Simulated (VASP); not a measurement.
Input of a VASP 6.6.1 run:

INCAR

```
SYSTEM = I
PREC = Accurate
ENCUT = 520
EDIFF = 1E-6
ISMEAR = 0
SIGMA = 0.02
LREAL = .False.
LASPH = .True.
NELM = 100
ALGO = Normal
ISIF = 2
LWAVE = .False.
LCHARG = .False.
GGA = PS
NBANDS = 22
```

KPOINTS

```
Automatic mesh
0
Gamma
  8 8 4
  0 0 0
```

Contents of POSCAR:

```
I
1.0
    3.5978225261     -2.1641105243      0.0000000000
    3.5978225261      2.1641105243      0.0000000000
    0.0000000000      0.0000000000      9.5865069885
I
4
Direct
    0.8227515015      0.1772484985      0.8770288850
    0.3227515015      0.6772484985      0.6229711150
    0.1772484985      0.8227515015      0.1229711150
    0.6772484985      0.3227515015      0.3770288850
```

Potentials or basis: VASP PAW PBE potentials, release 64 (I).

Command:

```bash
$ cat potpaw_PBE.64/I/POTCAR > POTCAR
$ mpirun -np 1 vasp_std > vasp.out
```

(1) Estimate the largest force.

(2) What does it give for the pressure?

(3) Estimate the band gap on the k mesh.

Results:

(1) 0.009 eV/Å.

(2) 0.7 GPa.

(3) 0.72 eV (least direct gap 1.08 eV).

Caveat: semilocal functionals underestimate gaps, and a narrow one can read as zero; the PAW data sets were made with another functional, which shifts forces and pressure a little; spin-orbit coupling is left out, which moves the levels of the heavy elements.
